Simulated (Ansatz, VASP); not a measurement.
**Bi in VASP and in Ansatz**

Contents of INCAR:

```
  ALGO = Normal
  EDIFF = 1E-6
  EDIFFG = -0.005
  ENCUT = 600
  GGA = PE
  IBRION = 2
  ISIF = 3
  ISMEAR = -1
  LASPH = True
  LCHARG = False
  LREAL = False
  LWAVE = False
  NELM = 60
  NSW = 45
  PREC = Accurate
  SIGMA = 0.05
```

The input KPOINTS:

```
k-points
0
Gamma
  14 14 14
```

The input POSCAR:

```
Bi
1.0
    0.0000000000      2.5161747662      2.5161747662
    2.5161747662      0.0000000000      2.5161747662
    2.5161747662      2.5161747662      0.0000000000
Bi
1
Direct
    0.0000000000      0.0000000000      0.0000000000
```

Input for Ansatz:

```yaml
crystal:
  lattice:
    - [0.0, 2.5161747662, 2.5161747662]
    - [2.5161747662, 0.0, 2.5161747662]
    - [2.5161747662, 2.5161747662, 0.0]
  atoms:
    - { symbol: Bi, position: [0.0, 0.0, 0.0] }
kpoints:
  mp_grid: { grid: [14, 14, 14] }
scf:
  occupations: { method: fermi_dirac, width: 0.05 }
hamiltonian:
  xc: pbe
  pseudopotentials:
    kind: all_electron
    lapw: { basis_error: 0.0005 }
    relativity: none
output:
  forces: true
  stress: true
  eigenvalues: true
  populations: true
relax:
  f_tol: 0.005
  max_steps: 25
  cell: {}
```

Alike in both runs: task relaxation of cell and atoms; functional PBE; k mesh 14 × 14 × 14; occupations fermi-dirac, width 0.05 eV; no spin polarisation.

```csv
,VASP,Ansatz
version,VASP 6.6.1,Ansatz 0.2.0
potentials or method,"VASP PAW PBE potentials, release 64 (Bi_d), cutoff 600 eV","all-electron LAPW, non-relativistic"
```

|  | VASP | Ansatz | Ansatz less VASP |
| --- | --- | --- | --- |
| relaxed volume (Å³/atom) | 31.88 | 32.77 | +0.897 |
| relaxed cell length with the largest relative difference (Å) | 3.559 | 3.592 | +0.0331 |

Ansatz ran all-electron here, and VASP with PAW potentials.

Spin-orbit coupling is off throughout.
